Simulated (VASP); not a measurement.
A run of VASP 6.6.1 is set up as follows.

The input INCAR:

```
ALGO     = Normal         # electronic algorithm
EDIFF    = 1E-7           # SCF threshold, eV
EDIFFG   = -0.04          # ionic threshold
ENCUT    = 600            # plane-wave cutoff, eV
GGA      = PE             # functional
IBRION   = 2              # ionic algorithm
ISIF     = 3              # what is computed and relaxed
ISMEAR   = 0              # smearing method
LASPH    = True           # aspherical terms in the spheres
LCHARG   = False          # write CHGCAR
LREAL    = False          # projectors in reciprocal space
LWAVE    = False          # write WAVECAR
NELM     = 100            # most SCF steps
NSW      = 90             # ionic steps
PREC     = Accurate       # precision mode
SIGMA    = 0.1            # smearing width, eV
```

File KPOINTS:

```
k-points
0
Gamma
  4 4 4
```

The input POSCAR:

```
MgZn2TeS2
1.0
    4.4396019400      0.0000000000      0.0000000000
    0.0000000000      4.4396019400      0.0000000000
    0.0000000000      0.0000000000      5.6454467100
Mg Zn Te S
1 2 1 2
Direct
    0.0000000000      0.0000000000      0.5000000000
    0.5000000000      0.5000000000      0.7211725700
    0.5000000000      0.5000000000      0.2788274300
    0.0000000000      0.0000000000      0.0000000000
    0.5000000000      0.0000000000      0.0000000000
    0.0000000000      0.5000000000      0.0000000000
```

Potentials or basis: VASP PAW PBE potentials, release 64 (Mg, Zn, Te, S).

Run with:

```bash
$ cat potpaw_PBE.64/Mg/POTCAR potpaw_PBE.64/Zn/POTCAR potpaw_PBE.64/Te/POTCAR potpaw_PBE.64/S/POTCAR > POTCAR
$ mpirun -np 1 vasp_std > vasp.out
```

Predict the space group after relaxing (to 0.1 Å).

P4/mmm (No. 123).

Estimate the band gap on the k mesh.

zero (bands 22 and 23 overlap by 1.35 eV).

Final structure:
```cif
data_structure
_symmetry_space_group_name_H-M 'P 1'
_symmetry_Int_Tables_number 1
_cell_length_a 5.3493
_cell_length_b 5.3493
_cell_length_c 5.3236
_cell_angle_alpha 90.000
_cell_angle_beta 90.000
_cell_angle_gamma 90.000
_cell_volume 152.34
loop_
_atom_site_label
_atom_site_type_symbol
_atom_site_fract_x
_atom_site_fract_y
_atom_site_fract_z
_atom_site_occupancy
Mg1 Mg 0.00000 0.00000 0.50000 1
Zn1 Zn 0.50000 0.50000 0.74389 1
Zn2 Zn 0.50000 0.50000 0.25611 1
Te1 Te 0.00000 0.00000 0.00000 1
S1 S 0.50000 0.00000 0.00000 1
S2 S 0.00000 0.50000 0.00000 1
```

Caveat: spin-orbit coupling is left out, which moves the levels of the heavy elements.
